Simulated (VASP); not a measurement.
Crystal: CoO.

```
Co O
1.0
    -1.50800    1.50800    2.10725
     1.50800   -1.50800    2.10725
     1.50800    1.50800   -2.10725
Co O
1 1
Direct
  0.00000 0.00000 0.00000
  0.50000 0.50000 0.00000
```

Base run:

| Quantity | Value |
| --- | --- |
| Program | VASP 6.6.1 |
| Functional | PBEsol |
| Potentials or basis | VASP PAW PBE potentials, release 64 (Co_sv, O) |
| Cutoff | 700 eV |
| k mesh | 10 × 10 × 10 |
| Occupations | fermi-dirac, width 0.05 eV |
| Spin | collinear spin, ferromagnetic start |
| Starting moments | [1.0, 0.0] μB |
| Fixed moment | 1 μB |

Its results: pressure -25.3 GPa; site moments Co +0.96; O -0.01 μB.

The run is repeated on the same cell with these changes: fixed moment from 1 μB to 2.5 μB; moments at the start from [1.0, 0.0] to [2.5, 0.0]. What comes out?

Pressure -14.3 GPa; site moments Co +2.21; O +0.20 μB.

Caveats: the cell stands under tension; the PAW data sets were made with another functional, which shifts forces and pressure a little; the total moment is fixed, so each spin has its own Fermi level and the state may be an excited one; a cell with one magnetic atom can't hold antiferromagnetic order, which such compounds often take.
